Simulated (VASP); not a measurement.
## Hf: relaxation of cell and atoms with PBE+D4

The system is Hf.

```
Hf
1.0
     3.19670    0.00000    0.00000
    -1.59835    2.76842    0.00000
     0.00000    0.00000    5.05780
Hf
2
Cartesian
  0.0000 1.8456 1.2645
  1.5984 0.9228 3.7934
```

```
Program                : VASP 6.6.1
Task                   : relaxation of cell and atoms
Functional             : PBE
Dispersion             : D4
Potentials or basis    : VASP PAW PBE potentials, release 64 (Hf_pv)
Cutoff                 : 500 eV
k mesh                 : 13 × 13 × 7
Occupations            : fermi-dirac, width 0.15 eV
Spin                   : no spin polarisation
Dipole correction      : no
Further INCAR settings : ALGO = Normal; EDIFF = 1e-07; IBRION = 2; EDIFFG = -0.005; NSW = 100; ISIF = 3
```

```
Relaxed volume                        : 22.17 Å³/atom
Relaxed cell                          : a = 3.185 Å, b = 3.185 Å, c = 5.049 Å, α = 90.00°, β = 90.00°, γ = 120.00°
Space group after relaxing (to 0.1 Å) : P6_3/mmc (No. 194)
Energy gained by relaxing             : 0.7 meV/atom
Ionic steps                           : 5
Pressure after relaxing               : 0.0 GPa
Band gap on the k mesh                : zero (bands 10 and 11 overlap by 1.58 eV)
Dispersion energy per atom            : -0.211 eV
```

Step by step:
| step | energy change (eV) | largest force (eV/Å) | pressure (GPa) | volume (Å³) |
| --- | --- | --- | --- | --- |
| 1 | 0.0000 | 0.0000 | -1.01 | 44.76 |
| 2 | 0.0005 | 0.0000 | 1.24 | 43.86 |
| 3 | -0.0014 | 0.0000 | 0.02 | 44.34 |
| 4 | -0.0014 | 0.0000 | 0.00 | 44.35 |
| 5 | -0.0014 | 0.0000 | -0.01 | 44.35 |

Final structure:
```
Hf
1.0
     3.18468    0.00000    0.00000
    -1.59234    2.75801    0.00000
     0.00000    0.00000    5.04914
Hf
2
Cartesian
  0.0000 1.8387 1.2623
  1.5923 0.9193 3.7869
```

Levels at points of the mesh, in eV from the Fermi level:
```csv
k point,band 8,band 9,band 10,band 11,band 12,band 13
"(0.00, 0.00, 0.00)",-3.70,0.70,1.23,1.23,1.49,2.05
```

Wall time 56 s on 1 thread of Intel(R) Xeon(R) 6975P-C (Granite Rapids), with other jobs on the host, peak memory 0.19 GiB.

Caveat: spin-orbit coupling is left out, which moves the levels of the heavy elements.
